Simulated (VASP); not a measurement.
# ZnS (I-4m2) in VASP: single point with PBE

Aim: the single point of ZnS with PBE.

Program: VASP 6.6.1. These are calculated values, not measurements. Logs are shortened: lines on timing, memory, paths and dates and some standing lists are left out, and cuts for length are marked.

### Step 1. The cell of the first run

Symmetry: I-4m2, No. 119, tetragonal system. The conventional cell has a = 3.978 Å, b = 3.978 Å, c = 5.409 Å, α = 90.00°, β = 90.00°, γ = 90.00°. Within 3.2 Å of Zn (site symmetry -4m2) lie 4 S at 2.41 Å. Within 3.2 Å of S (site symmetry -4m2) lie 4 Zn at 2.41 Å.

### Step 2. Single point, PBE (x and y stretched by +4 %, z held)

File INCAR:

```
PREC = Accurate
ENCUT = 520
EDIFF = 1E-7
ISMEAR = -1
SIGMA = 0.01
LREAL = False
LASPH = True
NELM = 60
ALGO = Normal
ISIF = 2
LWAVE = False
LCHARG = False
GGA = PE
NBANDS = 16
```

File KPOINTS:

```
regular mesh
0
Gamma
  9 9 9
```

File POSCAR:

```
ZnS
1.0
    0.0000000000      2.8128360000      2.7046500000
    2.8128360000      0.0000000000      2.7046500000
    2.8128360000      2.8128360000      0.0000000000
Zn S
1 1
Direct
    0.0000000000      0.0000000000      0.0000000000
    0.7500000000      0.7500000000      0.7500000000
```

Potentials or basis: VASP PAW PBE potentials, release 64 (Zn, S).

Started as:

```bash
$ cat potpaw_PBE.64/Zn/POTCAR potpaw_PBE.64/S/POTCAR > POTCAR
$ mpirun -np 1 vasp_std > vasp.out
```

OUTCAR:

```text
PREC = Accurate
   ENCUT = 520
   EDIFF = 1E-7
   ISMEAR = -1
   LREAL = False
   LASPH = True
   NELM = 60
   ISIF = 2
   GGA = PE

 ion  position               nearest neighbor table
   1  0.000  0.000  0.000-   2 2.41   2 2.41   2 2.41   2 2.41
   2  0.750  0.750  0.750-   1 2.41   1 2.41   1 2.41   1 2.41

  LATTYP: Found a body centered tetragonal cell.
 ALAT       =     3.9779508199
 C/A-ratio  =     1.3598207331

  Lattice vectors:

 A1 = (   0.0000000000,  -2.8128360000,  -2.7046500000)
 A2 = (   0.0000000000,   2.8128360000,  -2.7046500000)
 A3 = (   2.8128360000,   0.0000000000,   2.7046500000)

Analysis of symmetry for initial positions (statically):
=====================================================================
 Subroutine PRICEL returns:
 Original cell was already a primitive cell.

 Routine SETGRP: Setting up the symmetry group for a
 body centered tetragonal supercell.

 Subroutine GETGRP returns: Found  8 space group operations
 (whereof  8 operations were pure point group operations)
 out of a pool of 16 trial point group operations.

The static configuration has the point symmetry D_2d.

Analysis of symmetry for dynamics (positions and initial velocities):
=====================================================================
 Subroutine PRICEL returns:
 Original cell was already a primitive cell.

 Routine SETGRP: Setting up the symmetry group for a
 body centered tetragonal supercell.

 Subroutine GETGRP returns: Found  8 space group operations
 (whereof  8 operations were pure point group operations)
 out of a pool of 16 trial point group operations.

The dynamic configuration has the point symmetry D_2d.

 Subroutine INISYM returns: Found  8 space group operations
 (whereof  8 operations are pure point group operations),
 and found     1 'primitive' translations

----------------------------------------------------------------------------------------

                                     Primitive cell

  volume of cell :      42.7986

  direct lattice vectors                    reciprocal lattice vectors
     0.000000000  2.812836000  2.704650000    -0.177756542  0.177756542  0.184866803
     2.812836000  0.000000000  2.704650000     0.177756542 -0.177756542  0.184866803
     2.812836000  2.812836000  0.000000000     0.177756542  0.177756542 -0.184866803

  length of vectors
     3.902201684  3.902201684  3.977950820     0.312042483  0.312042483  0.312042483

  position of ions in fractional coordinates (direct lattice)
     0.000000000  0.000000000  0.000000000
     0.750000000  0.750000000  0.750000000

  ion indices of the primitive-cell ions
   primitive index   ion index
                 1           1
                 2           2

----------------------------------------------------------------------------------------

 KPOINTS: regular mesh

Automatic generation of k-mesh.
 Grid dimensions read from file:
 generate k-points for:    9    9    9

 Generating k-lattice:

  Cartesian coordinates                     Fractional coordinates (reciprocal lattice)
    -0.019750727  0.019750727  0.020540756     0.111111111 -0.000000000  0.000000000
     0.019750727 -0.019750727  0.020540756    -0.000000000  0.111111111  0.000000000
     0.019750727  0.019750727 -0.020540756     0.000000000  0.000000000  0.111111111

  Length of vectors
     0.034671387  0.034671387  0.034671387

  Shift w.r.t. Gamma in fractional coordinates (k-lattice)
     0.000000000  0.000000000  0.000000000

 Subroutine IBZKPT returns following result:
 ===========================================

 Found     75 irreducible k-points:

 Following reciprocal coordinates:
            Coordinates               Weight
  0.000000  0.000000  0.000000      1.000000
  0.111111  0.000000  0.000000      8.000000
  0.222222  0.000000  0.000000      8.000000
  0.333333 -0.000000  0.000000      8.000000
  0.444444  0.000000  0.000000      8.000000
  0.111111  0.111111  0.000000      2.000000
[... 16 lines left out ...]
 -0.333333  0.333333  0.000000      4.000000
  0.444444  0.444444  0.000000      2.000000
 [... further k-points ...]
   k-points           NKPTS =     75   k-points in BZ     NKDIM =     75   number of bands    NBANDS=     16
   number of dos      NEDOS =    301   number of ions     NIONS =      2
   total plane-waves  NPLWV =  27000
   dimension x,y,z NGX =    30 NGY =   30 NGZ =   30
   dimension x,y,z NGXF=    60 NGYF=   60 NGZF=   60
   ions per type =               1   1
   NGX,Y,Z   is equivalent  to a cutoff of  12.78, 12.78, 12.54 a.u.
   NGXF,Y,Z  is equivalent  to a cutoff of  25.56, 25.56, 25.08 a.u.
 SYSTEM =  unknown system
   PREC   = accura    normal or accurate (medium, high low for compatibility)
   ISTART =      0    job   : 0-new  1-cont  2-samecut
   ICHARG =      2    charge: 1-file 2-atom 10-const
   ISPIN  =      1    spin polarized calculation?
   LNONCOLLINEAR =      F non collinear calculations
   LSORBIT =      F    spin-orbit coupling
   LASPH  =      T    aspherical Exc in radial PAW
   ENCUT  =  520.0 eV  38.22 Ry    6.18 a.u.   7.26  7.26  7.40*2*pi/ulx,y,z
   NELM   =     60;   NELMIN=  2; NELMDL= -5     # of ELM steps
   EDIFF  = 0.1E-06   stopping-criterion for ELM
   LREAL  =      F    real-space projection
   EDIFFG = 0.1E-05   stopping-criterion for IOM
   NSW    =      0    number of steps for IOM
   IBRION =     -1    ionic relax: 0-MD 1-quasi-New 2-CG
   NFREE  =      0    steps in history (QN), initial steepest desc. (CG)
   ISIF   =      2    stress and relaxation
   ISYM   =      2    0-nonsym 1-usesym 2-fastsym
   POTIM  = 0.5000    time-step for ionic-motion
   TEBEG  =    0.0;   TEEND  =   0.0 temperature during run
   PSTRESS=    0.0 pullay stress
   NELECT =      18.0000    total number of electrons
   NUPDOWN=      -1.0000    fix difference up-down
   EMIN   =  10.00;   EMAX   =-10.00  energy-range for DOS
   EFERMI =   0.00;   METHOD = LEGACY
   ISMEAR =    -1;   SIGMA  =   0.01  broadening in eV -4-tet -1-fermi 0-gaus
   EFERMI_NEDOS =   21; number of points for ismear=-14 and -15
   IALGO  =     38    algorithm
   IMIX   =      4    mixing-type and parameters
     AMIX     =   0.40;   BMIX     =  1.00
     AMIX_MAG =   1.60;   BMIX_MAG =  1.00
  volume/ion in A,a.u.               =      21.40       144.41
  Fermi-wavevector in a.u.,A,eV,Ry     =   1.226561  2.317864 20.469300  1.504451
  Thomas-Fermi vector in A             =   2.361557
   LORBIT       =      0    0 simple, 1 ext, 2 COOP (PROOUT), +10 PAW based schemes
   GGA     = PE    functional components
   LHFCALC =     F    Hartree Fock is set to
   AEXX    =    0.0000 exact exchange contribution
   IVDW    =     0    specifies the selected vdW correction
   LEPSILON=     F    determine dielectric tensor
   LRPA    =     F    only Hartree local field effects (RPA)
 non-spin polarized calculation
  energy-cutoff  :      520.00
  volume of cell :       42.80
 maximum number of plane-waves:      1187
 NGX is ok and might be reduce to    30
   NGX = 15   NGY = 15   NGZ = 15

 number of electron      17.9999990 magnetization

 Free energy of the ion-electron system (eV)
  ---------------------------------------------------
  ext. energy  EPLUGINS =         0.00000000
  ---------------------------------------------------
  free energy    TOTEN  =        -6.81995522 eV

  energy without entropy =       -6.81995522  energy(sigma->0) =       -6.81995522

 E-fermi :   1.6735     XC(G=0):  -9.2540

 val. band max:        1.4619975982   @ k =   0.0000   0.0000   0.0000
 cond. band min:       3.1431636258   @ k =   0.0000   0.0000   0.0000
 fundamental gap:      1.6811660276
 Fermi energy:         1.6734775973

 k-point     1 :       0.0000    0.0000    0.0000
  band No.  band energies     occupation
      1     -11.2203      2.00000
      2      -4.6733      2.00000
      3      -4.6733      2.00000
      4      -4.6534      2.00000
      5      -4.2652      2.00000
      6      -4.2590      2.00000
[... 8 lines left out ...]
     15      12.7751      0.00000
     16      13.3417      0.00000

 k-point     2 :       0.1111    0.0000    0.0000
  band No.  band energies     occupation
      1     -11.1401      2.00000
      2      -4.6657      2.00000
      3      -4.6598      2.00000
      4      -4.6414      2.00000
      5      -4.2654      2.00000
      6      -4.2608      2.00000
[... 8 lines left out ...]
     15      12.7463      0.00000
     16      13.5140      0.00000

 k-point     3 :       0.2222    0.0000    0.0000
  band No.  band energies     occupation
      1     -10.9251      2.00000
      2      -4.6284      2.00000
      3      -4.6282      2.00000
      4      -4.6055      2.00000
      5      -4.2619      2.00000
      6      -4.2617      2.00000
[... 8 lines left out ...]
     15      12.3123      0.00000
     16      13.5786      0.00000

 k-point     4 :       0.3333   -0.0000    0.0000
  band No.  band energies     occupation
      1     -10.6557      2.00000
      2      -4.5995      2.00000
      3      -4.5791      2.00000
      4      -4.4840      2.00000
      5      -4.2552      2.00000
      6      -4.2483      2.00000
[... 8 lines left out ...]
     15      12.8627      0.00000
     16      13.1717      0.00000

 k-point     5 :       0.4444    0.0000    0.0000
  band No.  band energies     occupation
      1     -10.4621      2.00000
      2      -4.5854      2.00000
      3      -4.5607      2.00000
      4      -4.2515      2.00000
      5      -4.2330      2.00000
      6      -4.1876      2.00000
[... 8 lines left out ...]
     15      14.0787      0.00000
     16      14.2922      0.00000

 k-point     6 :       0.1111    0.1111    0.0000
  band No.  band energies     occupation
      1     -11.1086      2.00000
      2      -4.6627      2.00000
      3      -4.6479      2.00000
      4      -4.6479      2.00000
      5      -4.2685      2.00000
      6      -4.2571      2.00000
[... 8 lines left out ...]
     15      12.9093      0.00000
     16      13.9228      0.00000

 k-point     7 :       0.2222    0.1111    0.0000
  band No.  band energies     occupation
      1     -10.9344      2.00000
      2      -4.6548      2.00000
      3      -4.6150      2.00000
      4      -4.6098      2.00000
      5      -4.2745      2.00000
      6      -4.2487      2.00000
[... 8 lines left out ...]
     15      12.9172      0.00000
     16      14.5633      0.00000

 k-point     8 :       0.3333    0.1111    0.0000
  band No.  band energies     occupation
      1     -10.6798      2.00000
      2      -4.6031      2.00000
      3      -4.5819      2.00000
      4      -4.5336      2.00000
      5      -4.2642      2.00000
      6      -4.2369      2.00000
[... 8 lines left out ...]
     15      13.4662      0.00000
     16      14.0826      0.00000

 k-point     9 :       0.4444    0.1111    0.0000
  band No.  band energies     occupation
      1     -10.4590      2.00000
      2      -4.5665      2.00000
      3      -4.5644      2.00000
      4      -4.3530      2.00000
      5      -4.2278      2.00000
      6      -4.1950      2.00000
[... 8 lines left out ...]
     15      14.2205      0.00000
     16      14.6258      0.00000
[... 172 lines left out ...]
 k-point    19 :      -0.2222    0.2222    0.0000
  band No.  band energies     occupation
      1     -10.5675      2.00000
      2      -4.5687      2.00000
      3      -4.5530      2.00000
      4      -4.4695      2.00000
      5      -4.2743      2.00000
      6      -4.2372      2.00000
[... 8 lines left out ...]
     15      14.3780      0.00000
     16      14.9342      0.00000

 k-point    20 :       0.3333    0.3333    0.0000
  band No.  band energies     occupation
      1     -10.4381      2.00000
      2      -4.6565      2.00000
      3      -4.4787      2.00000
      4      -4.4787      2.00000
      5      -4.2448      2.00000
      6      -4.2136      2.00000
[... 8 lines left out ...]
     15      14.1255      0.00000
     16      17.7470      0.00000

 k-point    21 :       0.4444    0.3333    0.0000
  band No.  band energies     occupation
      1     -10.2740      2.00000
      2      -4.6206      2.00000
      3      -4.4445      2.00000
      4      -4.4310      2.00000
      5      -4.2083      2.00000
      6      -4.1502      2.00000
[... 8 lines left out ...]
     15      14.8000      0.00000
     16      16.2272      0.00000

 k-point    22 :      -0.4444    0.3333    0.0000
  band No.  band energies     occupation
      1     -10.1880      2.00000
      2      -4.5750      2.00000
      3      -4.4433      2.00000
      4      -4.3743      2.00000
      5      -4.2209      2.00000
      6      -3.9979      2.00000
[... 8 lines left out ...]
     15      14.1659      0.00000
     16      16.1965      0.00000

 k-point    23 :      -0.3333    0.3333    0.0000
  band No.  band energies     occupation
      1     -10.2270      2.00000
      2      -4.5531      2.00000
      3      -4.4753      2.00000
      4      -4.3156      2.00000
      5      -4.2442      2.00000
      6      -4.0142      2.00000
[... 8 lines left out ...]
     15      12.8783      0.00000
     16      17.4299      0.00000

 k-point    24 :       0.4444    0.4444    0.0000
  band No.  band energies     occupation
      1     -10.1733      2.00000
      2      -4.6380      2.00000
      3      -4.4030      2.00000
      4      -4.4030      2.00000
      5      -4.1985      2.00000
      6      -4.0872      2.00000
[... 8 lines left out ...]
     15      14.7839      0.00000
     16      16.0431      0.00000

 [... further k-points ...]
[... 5 lines left out ...]
  --------------------------------------------------------------------------------------
  -------------------------------------------------------------------------------------
  Total       -1.0792168     -1.0792168     -0.6666695      0.0000000      0.0000000      0.0000000
  in kB      -40.4007445    -40.4007445    -24.9569362      0.0000000      0.0000000      0.0000000
  external PRESSURE =     -35.2528084 kB  Pullay stress =       0.0000000 kB

 VOLUME and BASIS-vectors are now :
 -----------------------------------------------------------------------------
  energy-cutoff  :      520.00
  volume of cell :       42.80
      direct lattice vectors                 reciprocal lattice vectors
     0.000000000  2.812836000  2.704650000    -0.177756542  0.177756542  0.184866803
     2.812836000  0.000000000  2.704650000     0.177756542 -0.177756542  0.184866803
     2.812836000  2.812836000  0.000000000     0.177756542  0.177756542 -0.184866803

 POSITION                                       TOTAL-FORCE (eV/Angst)
 -----------------------------------------------------------------------------------
      0.00000      0.00000      0.00000        -0.000000     -0.000000     -0.000000
      4.21925      4.21925      4.05697         0.000000      0.000000      0.000000
 -----------------------------------------------------------------------------------
    total drift:                                0.000000      0.000000      0.000000

  FREE ENERGIE OF THE ION-ELECTRON SYSTEM (eV)
  ---------------------------------------------------
  free  energy   TOTEN  =        -6.8199552188 eV

  energy  without entropy=       -6.8199552188  energy(sigma->0) =       -6.81995522
```

It took 56 s on 1 thread of AMD EPYC 7R43 (Zen 3), shared host; peak memory 0.16 GiB.

What came out:

```yaml
Free_energy: -6.8200 eV
Pressure: -3.5 GPa
Band_gap_on_the_k_mesh: 1.68 eV, direct
```

Caveat: the cell differs from its parent crystal (x and y stretched by +4 %, z held).
